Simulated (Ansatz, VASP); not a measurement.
# Two plane-wave programs on WC

```xyz
2
Lattice="3.1555 0.0000 0.0000 -1.5778 2.7328 0.0000 0.0000 0.0000 2.8471" Properties=species:S:1:pos:R:3 pbc="T T T"
W     0.0000    0.0000    0.0000
C     1.5778    0.9109    1.4235
```

Change from the starting cell: strain +0.080 along x and y, +0.000 along z, atoms carried along.

Alike in both runs: task single point; functional PBE; k mesh 24 × 24 × 22; occupations gaussian, width 0.15 eV; no spin polarisation.

|  | VASP | Ansatz |
| --- | --- | --- |
| version | VASP 6.6.1 | Ansatz 0.2.0 |
| potentials or method | VASP PAW PBE potentials, release 64 (W_sv, C), cutoff 520 eV | scalar-relativistic, plane waves, PAW |
| valence electrons in the cell | 18 | 18 |

Ansatz gave:

```
gap on the k mesh at the Fermi level (eV)                     : none
pressure (GPa)                                                : -39.1
traceless stress, the component that is largest in VASP (GPa) : 20.95
```

Problem. Which values does VASP return?

Solution. gap on the k mesh at the Fermi level (eV): none; pressure (GPa): -38.5; traceless stress, the component that is largest in VASP (GPa): 21.11.

A gap of «none» marks a metal or a gap that the smearing closes. Both programs put the cell under strong tension, so it lies far from rest at this level.

Neither program's run includes spin-orbit coupling. Noted on VASP's run: the cell as given lies far from equilibrium.
